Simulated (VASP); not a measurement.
A run of VASP 6.6.1 is set up as follows.

File POSCAR:

```
CdS
1.0
    0.0000000000      2.9392148416      2.9392148416
    2.9392148416      0.0000000000      2.9392148416
    2.9392148416      2.9392148416      0.0000000000
Cd S
1 1
Direct
    0.0000000000      0.0000000000      0.0000000000
    0.2500000000      0.2500000000      0.2500000000
```

INCAR.step1

```
SYSTEM = CdS
PREC = Accurate ; ENCUT = 520
EDIFF = 1E-5 ; ISMEAR = 0
SIGMA = 0.01 ; LREAL = .False.
LASPH = .True. ; NELM = 80
ALGO = Normal ; ISIF = 2
LWAVE = .True. ; NBANDS = 16
GGA = PE
```

Contents of INCAR.step2:

```
SYSTEM = CdS
PREC = Accurate ; ENCUT = 520
EDIFF = 1E-6 ; ISMEAR = 0
SIGMA = 0.01 ; LREAL = .False.
LASPH = .True. ; NELM = 80
ALGO = Normal ; ISIF = 2
LWAVE = .False. ; LCHARG = .True.
GGA = PE ; LHFCALC = .True.
AEXX = 0.05 ; HFSCREEN = 0.3
PRECFOCK = Normal ; LELF = .True.
LVHAR = .True. ; NBANDS = 16
ISTART = 1
```

KPOINTS

```
regular mesh
0
Gamma
  4 4 4
  0 0 0
```

Potentials or basis: VASP PAW PBE potentials, release 64 (Cd, S).

Launch:

```bash
$ cat potpaw_PBE.64/Cd/POTCAR potpaw_PBE.64/S/POTCAR > POTCAR
$ cp INCAR.step1 INCAR
$ mpirun -np 1 vasp_std > vasp.out
$ cp INCAR.step2 INCAR
$ mpirun -np 1 vasp_std > vasp.out
```

(1) Estimate the band gap on the k mesh.

(2) Estimate the pressure.

Results:

(1) 1.25 eV, direct.

(2) 1.6 GPa.

Caveat: the k points lie up to 0.46 Å⁻¹ apart; the PAW data sets were made with another functional, which shifts forces and pressure a little.
